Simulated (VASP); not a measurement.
# WS2 in VASP: a series of runs

The runs below take WS2 through single point, with PBE+D3(BJ).

Program: VASP 6.6.1. These are calculated values, not measurements. Logs are shortened: lines on timing, memory, paths and dates and some standing lists are left out, and cuts for length are marked.

**1. The cell of the first run**

The cell holds a slab with vacuum, 6 atoms: a = 3.160 Å, b = 3.160 Å, c = 23.804 Å, α = 90.00°, β = 90.00°, γ = 120.00°.

**2. Single point, PBE+D3(BJ) (layers slid over each other)**

The input, INCAR:

```
SYSTEM = WS2
PREC     = Accurate       ! precision mode
ENCUT    = 520            ! plane-wave cutoff, eV
EDIFF    = 1E-6           ! SCF threshold, eV
ISMEAR   = 0              ! smearing method
SIGMA    = 0.05           ! smearing width, eV
LREAL    = .False.        ! projectors in reciprocal space
LASPH    = .True.         ! aspherical terms in the spheres
NELM     = 60             ! most SCF steps
ALGO     = Normal         ! electronic algorithm
ISIF     = 2              ! what is computed and relaxed
LWAVE    = .False.        ! write WAVECAR
LCHARG   = .False.        ! write CHGCAR
LDIPOL   = .True.       
IDIPOL   = 3            
DIPOL    = 0.5 0.5 0.383
GGA      = PE             ! functional
IVDW     = 12             ! dispersion correction
NBANDS   = 35             ! bands
```

The input, KPOINTS:

```
regular mesh
0
Gamma
  9 9 1
  0 0 0
```

The input, POSCAR:

```
WS2
1.0
    3.1595457497      0.0000000000      0.0000000000
   -1.5797728749      2.7362468836      0.0000000000
    0.0000000000      0.0000000000     23.8042575719
S W
4 2
Direct
    0.3333333333      0.6666666667      0.1890418126
    0.3333333333      0.6666666667      0.3214605103
    0.5000000000      0.6666666667      0.4449678279
    0.5000000000      0.6666666667      0.5773865255
    0.6666666667      0.3333333333      0.2552511581
    0.8333333333      0.3333333333      0.5111771733
```

Potentials or basis: VASP PAW PBE potentials, release 64 (S, W_sv).

Launch:

```
$ cat potpaw_PBE.64/S/POTCAR potpaw_PBE.64/W_sv/POTCAR > POTCAR
$ mpirun -np 1 vasp_std > vasp.out
```

OUTCAR:

```text
SYSTEM = WS2
   PREC = Accurate
   ENCUT = 520
   EDIFF = 1E-6
   ISMEAR = 0
   LREAL = .False.
   LASPH = .True.
   NELM = 60
   ISIF = 2
   GGA = PE
   IVDW = 12
 IVDW          = 12

 ion  position               nearest neighbor table
   1  0.333  0.667  0.189-   5 2.41   5 2.41   5 2.41
   2  0.333  0.667  0.321-   5 2.41   5 2.41   5 2.41
   3  0.500  0.667  0.445-   6 2.41   6 2.41   6 2.41
   4  0.500  0.667  0.577-   6 2.41   6 2.41   6 2.41
   5  0.667  0.333  0.255-   1 2.41   1 2.41   1 2.41   2 2.41   2 2.41   2 2.41
   6  0.833  0.333  0.511-   3 2.41   3 2.41   3 2.41   4 2.41   4 2.41   4 2.41

  LATTYP: Found a hexagonal cell.
 ALAT       =     3.1595457497
 C/A-ratio  =     7.5340759266

  Lattice vectors:

 A1 = (   3.1595457497,   0.0000000000,   0.0000000000)
 A2 = (  -1.5797728749,   2.7362468836,   0.0000000000)
 A3 = (   0.0000000000,   0.0000000000,  23.8042575719)

Analysis of symmetry for initial positions (statically):
=====================================================================
 Subroutine PRICEL returns:
 Original cell was already a primitive cell.

 Routine SETGRP: Setting up the symmetry group for a
 hexagonal supercell.

 Subroutine GETGRP returns: Found  2 space group operations
 (whereof  1 operations were pure point group operations)
 out of a pool of 24 trial point group operations.

The static configuration has the point symmetry C_1 .
 The point group associated with its full space group is C_2 .

Analysis of symmetry for dynamics (positions and initial velocities):
=====================================================================
 Subroutine PRICEL returns:
 Original cell was already a primitive cell.

 Routine SETGRP: Setting up the symmetry group for a
 hexagonal supercell.

 Subroutine GETGRP returns: Found  2 space group operations
 (whereof  1 operations were pure point group operations)
 out of a pool of 24 trial point group operations.

The dynamic configuration has the point symmetry C_1 .
 The point group associated with its full space group is C_2 .

 Subroutine INISYM returns: Found  2 space group operations
 (whereof  1 operations are pure point group operations),
 and found     1 'primitive' translations

----------------------------------------------------------------------------------------

                                     Primitive cell

  volume of cell :     205.7949

  direct lattice vectors                    reciprocal lattice vectors
     3.159545750  0.000000000  0.000000000     0.316501193  0.182732049  0.000000000
    -1.579772875  2.736246884  0.000000000     0.000000000  0.365464098  0.000000000
     0.000000000  0.000000000 23.804257572     0.000000000  0.000000000  0.042009292

  length of vectors
     3.159545750  3.159545750 23.804257572     0.365464098  0.365464098  0.042009292

  position of ions in fractional coordinates (direct lattice)
     0.333333333  0.666666667  0.189041813
     0.333333333  0.666666667  0.321460510
     0.500000000  0.666666667  0.444967828
     0.500000000  0.666666667  0.577386526
     0.666666667  0.333333333  0.255251158
     0.833333333  0.333333333  0.511177173

  ion indices of the primitive-cell ions
   primitive index   ion index
                 1           1
                 2           2
                 3           3
                 4           4
                 5           5
                 6           6

----------------------------------------------------------------------------------------

 KPOINTS: regular mesh

Automatic generation of k-mesh.
 Grid dimensions read from file:
 generate k-points for:    9    9    1

 Generating k-lattice:

  Cartesian coordinates                     Fractional coordinates (reciprocal lattice)
     0.035166799  0.020303561  0.000000000     0.111111111 -0.000000000  0.000000000
     0.000000000  0.040607122  0.000000000     0.000000000  0.111111111  0.000000000
     0.000000000  0.000000000  0.042009292     0.000000000  0.000000000  1.000000000

  Length of vectors
     0.040607122  0.040607122  0.042009292

  Shift w.r.t. Gamma in fractional coordinates (k-lattice)
     0.000000000  0.000000000  0.000000000

 Subroutine IBZKPT returns following result:
 ===========================================

 Found     25 irreducible k-points:

 Following reciprocal coordinates:
            Coordinates               Weight
  0.000000  0.000000  0.000000      1.000000
  0.111111 -0.000000  0.000000      4.000000
  0.000000  0.111111  0.000000      2.000000
  0.222222  0.000000  0.000000      4.000000
  0.000000  0.222222  0.000000      2.000000
  0.333333 -0.000000  0.000000      4.000000
[... 16 lines left out ...]
 -0.222222 -0.444444  0.000000      4.000000
  0.444444  0.333333  0.000000      4.000000
   k-points           NKPTS =     25   k-points in BZ     NKDIM =     25   number of bands    NBANDS=     35
   number of dos      NEDOS =    301   number of ions     NIONS =      6
[... 38 lines left out ...]
  Fermi-wavevector in a.u.,A,eV,Ry     =   1.034978  1.955825 14.574279  1.071179
  Thomas-Fermi vector in A             =   2.169299
   LORBIT       =      0    0 simple, 1 ext, 2 COOP (PROOUT), +10 PAW based schemes
   GGA     = PE    functional components
   LHFCALC =     F    Hartree Fock is set to
   AEXX    =    0.0000 exact exchange contribution
   IVDW    =    12    specifies the selected vdW correction
   LEPSILON=     F    determine dielectric tensor
   LRPA    =     F    only Hartree local field effects (RPA)
 non-spin polarized calculation
 Gauss-broadening in eV      SIGMA  =   0.05
  energy-cutoff  :      520.00
  volume of cell :      205.79
 maximum number of plane-waves:      5566
   NGX = 11   NGY = 11   NGZ = 89

 dipolmoment           0.000000      0.000000      0.000037 electrons x Angstroem

 number of electron      51.9999994 magnetization

 dipolmoment           0.000000      0.000000     -0.000012 electrons x Angstroem

 Free energy of the ion-electron system (eV)
  ---------------------------------------------------
  ext. energy  EPLUGINS =         0.00000000
  ---------------------------------------------------
  free energy    TOTEN  =       -47.08760814 eV

  energy without entropy =      -47.08760814  energy(sigma->0) =      -47.08760814

 E-fermi :   1.6835     XC(G=0):  -6.0828

 val. band max:        1.3700790004   @ k =   0.0000   0.0000   0.0000
 cond. band min:       2.6533784815   @ k =   0.2222   0.1111   0.0000
 fundamental gap:      1.2832994811
 Fermi energy:         1.6835054301

 k-point     1 :       0.0000    0.0000    0.0000
  band No.  band energies     occupation
      1     -73.1833      2.00000
      2     -73.1832      2.00000
      3     -37.4408      2.00000
      4     -37.4407      2.00000
      5     -37.2595      2.00000
      6     -37.2595      2.00000
[... 27 lines left out ...]
     34       3.9533      0.00000
     35       5.8856      0.00000

 k-point     2 :       0.1111   -0.0000    0.0000
  band No.  band energies     occupation
      1     -73.1811      2.00000
      2     -73.1810      2.00000
      3     -37.4331      2.00000
      4     -37.4331      2.00000
      5     -37.3022      2.00000
      6     -37.3010      2.00000
[... 27 lines left out ...]
     34       4.1586      0.00000
     35       6.2498      0.00000

 k-point     3 :       0.0000    0.1111    0.0000
  band No.  band energies     occupation
      1     -73.1811      2.00000
      2     -73.1810      2.00000
      3     -37.4331      2.00000
      4     -37.4330      2.00000
      5     -37.3016      2.00000
      6     -37.3016      2.00000
[... 27 lines left out ...]
     34       4.1361      0.00000
     35       6.2495      0.00000
[... 723 lines left out ...]
 k-point    23 :      -0.2222   -0.4444    0.0000
  band No.  band energies     occupation
      1     -73.1635      2.00000
      2     -73.1634      2.00000
      3     -37.5622      2.00000
      4     -37.5617      2.00000
      5     -37.4277      2.00000
      6     -37.4271      2.00000
[... 27 lines left out ...]
     34       6.2643      0.00000
     35       6.6583      0.00000

 k-point    24 :       0.4444    0.3333    0.0000
  band No.  band energies     occupation
      1     -73.1635      2.00000
      2     -73.1634      2.00000
      3     -37.5624      2.00000
      4     -37.5617      2.00000
      5     -37.4276      2.00000
      6     -37.4268      2.00000
[... 27 lines left out ...]
     34       6.2239      0.00000
     35       6.7445      0.00000

 [... further k-points ...]

------------------------ aborting loop because EDIFF is reached ----------------------------------------

 vacuum level on the upper side and lower side of the slab       (xc-potential included)        -0.215        -0.217

 Edisp (eV)   -2.21309

 E8    (eV) :    -0.9609

  FORCE on cell =-STRESS in cart. coord.  units (eV):
  Direction    XX          YY          ZZ          XY          YZ          ZX
  --------------------------------------------------------------------------------------
  -------------------------------------------------------------------------------------
  Total      -0.13257    -0.25203     1.54707     0.00000     0.00000     0.65908
  in kB      -1.03208    -1.96217    12.04443     0.00000     0.00000     5.13114
  external pressure =        3.02 kB  Pullay stress =        0.00 kB

 VOLUME and BASIS-vectors are now :
 -----------------------------------------------------------------------------
  energy-cutoff  :      520.00
  volume of cell :      205.79
      direct lattice vectors                 reciprocal lattice vectors
     3.159545750  0.000000000  0.000000000     0.316501193  0.182732049  0.000000000
    -1.579772875  2.736246884  0.000000000     0.000000000  0.365464098  0.000000000
     0.000000000  0.000000000 23.804257572     0.000000000  0.000000000  0.042009292

 POSITION                                       TOTAL-FORCE (eV/Angst)
 -----------------------------------------------------------------------------------
     -0.00000      1.82416      4.50000         0.001427     -0.002095     -0.005531
     -0.00000      1.82416      7.65213        -0.170161      0.000908     -0.505311
      0.52659      1.82416     10.59213         0.170161      0.000908      0.505311
      0.52659      1.82416     13.74426        -0.001427     -0.002095      0.005531
      1.57977      0.91208      6.07606        -0.028194      0.001186     -0.014431
      2.10636      0.91208     12.16819         0.028194      0.001186      0.014431
 -----------------------------------------------------------------------------------
    total drift:                                0.000001      0.000051     -0.000811

  FREE ENERGIE OF THE ION-ELECTRON SYSTEM (eV)
  ---------------------------------------------------
  free  energy   TOTEN  =       -49.3006999440 eV

  energy  without entropy=      -49.3006999440  energy(sigma->0) =      -49.30069994

 vacuum level on the upper side and lower side of the slab         6.316         6.314
```

Wall time 93 s (1 thread of Intel Xeon 6975P-C (Granite Rapids), shared host); peak memory 0.39 GiB.

What came out:

```yaml
Free_energy: -49.3007 eV
Largest_force: 0.533 eV/Å
Band_gap_on_the_k_mesh: 1.28 eV (least direct gap 1.88 eV)
Dispersion_energy_per_atom: -0.369 eV
```

Forces in eV/Å, atoms in the order of the input:
```
S    0.001 -0.002 -0.006
S   -0.170  0.001 -0.505
S    0.170  0.001  0.505
S   -0.001 -0.002  0.006
W   -0.028  0.001 -0.014
W    0.028  0.001  0.014
```

Levels at points of the mesh, in eV from the valence-band top:
```tsv
k point	band 23	band 24	band 25	band 26	band 27	band 28	band 29	band 30
(0.00, 0.00, 0.00)	-2.11	-2.11	-0.94	0.00	2.27	2.31	2.40	2.41
```

Caveat: the cell differs from its parent crystal (layers slid over each other); spin-orbit coupling is left out, which moves the levels of the heavy elements.

**3. Single point, PBE+D3(BJ) (layers slid over each other)**

The input, INCAR:

```
SYSTEM = WS2
  PREC = Accurate
  ENCUT = 520
  EDIFF = 1E-7
  ISMEAR = 0
  SIGMA = 0.05
  LREAL = .False.
  LASPH = .True.
  NELM = 60
  ALGO = Normal
  ISIF = 2
  LWAVE = .False.
  LCHARG = .False.
  LDIPOL = .True.
  IDIPOL = 3
  DIPOL = 0.5 0.5 0.394
  GGA = PE
  IVDW = 12
  NBANDS = 35
```

The input, KPOINTS:

```
Automatic mesh
0
Gamma
  9 9 1
  0 0 0
```

The input, POSCAR:

```
WS2
1.0
    3.1595457497      0.0000000000      0.0000000000
   -1.5797728749      2.7362468836      0.0000000000
    0.0000000000      0.0000000000     23.8042575719
S W
4 2
Direct
    0.3333333333      0.6666666667      0.1890418126
    0.3333333333      0.6666666667      0.3214605103
    0.5000000000      0.6666666667      0.4668126596
    0.5000000000      0.6666666667      0.5992313572
    0.6666666667      0.3333333333      0.2552511581
    0.8333333333      0.3333333333      0.5330220050
```

Potentials or basis: VASP PAW PBE potentials, release 64 (S, W_sv).

Launch:

```
$ cat potpaw_PBE.64/S/POTCAR potpaw_PBE.64/W_sv/POTCAR > POTCAR
$ mpirun -np 1 vasp_std > vasp.out
```

Wall time 1.7 min (1 thread of Intel Xeon 6975P-C (Granite Rapids), shared host); peak memory 0.38 GiB.

Results (log left out):

```
Free energy                : -49.4008 eV
Largest force              : 0.042 eV/Å
Band gap on the k mesh     : 1.72 eV (least direct gap 1.90 eV)
Dispersion energy per atom : -0.352 eV
```

Forces in eV/Å, atoms in the order of the input:
```
S    0.000  0.000  0.003
S   -0.031  0.000 -0.028
S    0.031  0.000  0.028
S    0.000  0.000 -0.003
W   -0.006  0.000  0.033
W    0.006  0.000 -0.033
```

Levels at points of the mesh, in eV from the valence-band top:
| k point | band 22 | band 23 | band 24 | band 25 | band 26 | band 27 | band 28 | band 29 | band 30 | band 31 |
| --- | --- | --- | --- | --- | --- | --- | --- | --- | --- | --- |
| (0.00, 0.00, 0.00) | -1.77 | -1.76 | -1.76 | -0.52 | 0.00 | 2.72 | 2.73 | 2.75 | 2.75 | 2.85 |

Caveat: the cell differs from its parent crystal (layers slid over each other); spin-orbit coupling is left out, which moves the levels of the heavy elements.

**4. Single point, PBE+D3(BJ) (layers slid over each other)**

The input, INCAR:

```
PREC = Accurate ; ENCUT = 520
EDIFF = 1E-6 ; ISMEAR = 0
SIGMA = 0.05 ; LREAL = False
LASPH = True ; NELM = 80
ALGO = Normal ; ISIF = 2
LWAVE = False ; LCHARG = True
LDIPOL = True ; IDIPOL = 3
DIPOL = 0.5 0.5 0.408 ; GGA = PE
IVDW = 12 ; LELF = True
LVHAR = True ; LVACPOTAV = True
NBANDS = 35
```

The input, KPOINTS:

```
Automatic mesh
0
Gamma
  9 9 1
```

The input, POSCAR:

```
WS2
1.0
    3.1595457497      0.0000000000      0.0000000000
   -1.5797728749      2.7362468836      0.0000000000
    0.0000000000      0.0000000000     23.8042575719
S W
4 2
Direct
    0.3333333333      0.6666666667      0.1890418126
    0.3333333333      0.6666666667      0.3214605103
    0.5000000000      0.6666666667      0.4953789779
    0.5000000000      0.6666666667      0.6277976756
    0.6666666667      0.3333333333      0.2552511581
    0.8333333333      0.3333333333      0.5615883234
```

Launch:

```
$ cat potpaw_PBE.64/S/POTCAR potpaw_PBE.64/W_sv/POTCAR > POTCAR
$ mpirun -np 1 vasp_std > vasp.out
```

Run time: 98 s. Hardware: 1 thread of Intel Xeon 6975P-C (Granite Rapids), shared host; peak memory 0.39 GiB.

It converged, with:

| Property | Result |
| --- | --- |
| Free energy | -49.3521 eV |
| Largest force | 0.058 eV/Å |
| Band gap on the k mesh | 1.92 eV |
| Dispersion energy per atom | -0.336 eV |

Forces in eV/Å, atoms in the order of the input:
```
S    0.000  0.000  0.002
S   -0.002  0.000  0.058
S    0.002  0.000 -0.058
S    0.000  0.000 -0.002
W   -0.001  0.000  0.031
W    0.001  0.000 -0.031
```

Levels at points of the mesh, in eV from the valence-band top:
| k point | band 24 | band 25 | band 26 | band 27 | band 28 | band 29 |
| --- | --- | --- | --- | --- | --- | --- |
| (0.00, 0.00, 0.00) | -1.57 | -0.26 | 0.00 | 2.92 | 2.93 | 2.93 |

Caveat: the cell differs from its parent crystal (layers slid over each other); spin-orbit coupling is left out, which moves the levels of the heavy elements.

**5. Single point, PBE+D3(BJ) (layers slid over each other)**

The input, INCAR:

```
SYSTEM = WS2
PREC = Accurate ; ENCUT = 520
EDIFF = 1E-6 ; ISMEAR = 0
SIGMA = 0.05 ; LREAL = .False.
LASPH = .True. ; NELM = 100
ALGO = Normal ; ISIF = 2
LWAVE = .False. ; LCHARG = .False.
LDIPOL = .True. ; IDIPOL = 3
DIPOL = 0.5 0.5 0.389 ; GGA = PE
IVDW = 12 ; NBANDS = 35
```

The input, KPOINTS:

```
Automatic mesh
0
Gamma
  9 9 1
  0 0 0
```

The input, POSCAR:

```
WS2
1.0
    3.1595457497      0.0000000000      0.0000000000
   -1.5797728749      2.7362468836      0.0000000000
    0.0000000000      0.0000000000     23.8042575719
S W
4 2
Direct
    0.3333333333      0.6666666667      0.1890418126
    0.3333333333      0.6666666667      0.3214605103
    0.6666666667      0.6666666667      0.4563103366
    0.6666666667      0.6666666667      0.5887290343
    0.6666666667      0.3333333333      0.2552511581
    1.0000000000      0.3333333333      0.5225196821
```

Launch:

```
$ cat potpaw_PBE.64/S/POTCAR potpaw_PBE.64/W_sv/POTCAR > POTCAR
$ mpirun -np 1 vasp_std > vasp.out
```

Run time: 1.7 min. Hardware: 1 thread of Intel Xeon 6975P-C (Granite Rapids), shared host; peak memory 0.39 GiB.

It converged, with:

```yaml
Free_energy: -49.4324 eV
Largest_force: 0.081 eV/Å
Band_gap_on_the_k_mesh: 1.61 eV (least direct gap 1.90 eV)
Dispersion_energy_per_atom: -0.360 eV
```

Forces on the atoms (eV/Å):
```
S    0.001 -0.002  0.004
S   -0.066  0.002 -0.047
S    0.066  0.002  0.047
S   -0.001 -0.002 -0.004
W   -0.012  0.001  0.041
W    0.012  0.001 -0.041
```

Levels at points of the mesh, in eV from the valence-band top:
```
           k point  band 23  band 24  band 25  band 26  band 27  band 28  band 29  band 30
(0.00, 0.00, 0.00)    -1.85    -1.85    -0.62     0.00     2.62     2.62     2.66     2.66
```

Caveat: the cell differs from its parent crystal (layers slid over each other); spin-orbit coupling is left out, which moves the levels of the heavy elements.

**6. Overview**

```csv
cell,gap on the mesh (eV),largest force (eV/Å)
"as given, atomic positions A",1.28,0.53
"as given, atomic positions B",1.72,0.04
"as given, atomic positions C",1.92,0.06
"as given, atomic positions D",1.61,0.08
```

Alike in all rows: task single point; level PBE+D3(BJ); potentials or basis VASP PAW PBE potentials, release 64 (S, W_sv); no spin polarisation; k mesh 9 × 9 × 1; cutoff (eV) 520; smearing gaussian 0.05 eV.

Caveats: spin-orbit coupling is left out, which moves the levels of the heavy elements.

Absolute energies hang on the potentials; compare differences alone.
